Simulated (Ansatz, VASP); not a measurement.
## One calculation of SiC, two programs

```xyz
4
Lattice="3.0754 0.0000 0.0000 -1.5377 2.6633 0.0000 0.0000 0.0000 5.0481" Properties=species:S:1:pos:R:3 pbc="T T T"
Si    0.0000    1.7756    2.5220
Si    1.5377    0.8878    5.0460
C     0.0000    1.7756    4.4192
C     1.5377    0.8878    1.8951
```

Alike in both runs: task single point; functional PBEsol; k mesh 6 × 6 × 4; occupations tetrahedron; no spin polarisation.

|  | VASP | Ansatz |
| --- | --- | --- |
| version | VASP 6.6.1 | Ansatz 0.2.0 |
| potentials or method | VASP PAW PBE potentials, release 64 (Si, C) | plane waves |
| plane-wave cutoff (eV) | 520 | 420 |
| valence electrons in the cell | 16 | 16 |

Ansatz gave:

| Quantity | Value |
| --- | --- |
| gap on the k mesh at the Fermi level (eV) | 2.12 |
| pressure (GPa) | 0.1 |
| traceless stress, the component that is largest in VASP (GPa) | -0.21 |
| rms of the force components (eV/Å) | 0.003 |

Estimate VASP's values.

gap on the k mesh at the Fermi level (eV): 2.11; pressure (GPa): 0.4; traceless stress, the component that is largest in VASP (GPa): -0.21; rms of the force components (eV/Å): 0.002.

VASP's potentials were made for PBE, not for PBEsol. Atom by atom the forces differ by 0.001 eV/Å (rms over components). Ansatz's warnings: band table not solved further, tetrahedron derivatives may miss energy slope.
